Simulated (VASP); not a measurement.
The system is SrCl2.

```
Sr Cl
1.0
     0.00000    3.48835    3.48835
     3.48835    0.00000    3.48835
     3.48835    3.48835    0.00000
Sr Cl
1 2
Direct
  0.00000 0.00000 0.00000
  0.75000 0.75000 0.75000
  0.25000 0.25000 0.25000
```

| Item | Value |
| --- | --- |
| Program | VASP 6.6.1 |
| Task | relaxation of cell and atoms |
| Functional | PBEsol |
| Dispersion | D3(BJ) |
| Potentials or basis | VASP PAW PBE potentials, release 64 (Sr_sv, Cl) |
| Cutoff | 600 eV |
| k mesh | 7 × 7 × 7 |
| Occupations | fermi-dirac, width 0.05 eV |
| Spin | no spin polarisation |

At the start: pressure -2.2 GPa; volume 28.30 Å³/atom.

Problem. Where does the relaxation end?

Solution. Over 3 steps the energy falls by 11.6 meV/atom and the volume is 26.67 Å³/atom (-5.8 %); space group Fm-3m (No. 225, to 0.05 Å).

Step by step:
```csv
step,energy change (eV),largest force (eV/Å),pressure (GPa),volume (Å³)
1,0.0000,0.0000,-2.16,84.90
2,-0.0346,0.0000,-0.15,80.30
3,-0.0348,0.0000,0.00,80.01
```

Final structure:
```yaml
crystal:
  lattice:
    - [0.00000, 3.42015, 3.42015]
    - [3.42015, 0.00000, 3.42015]
    - [3.42015, 3.42015, 0.00000]
  atoms:
    - { symbol: Sr, position: [0.00000, 0.00000, 0.00000] }
    - { symbol: Cl, position: [0.75000, 0.75000, 0.75000] }
    - { symbol: Cl, position: [0.25000, 0.25000, 0.25000] }
```

Caveat: the PAW data sets were made with another functional, which shifts forces and pressure a little.
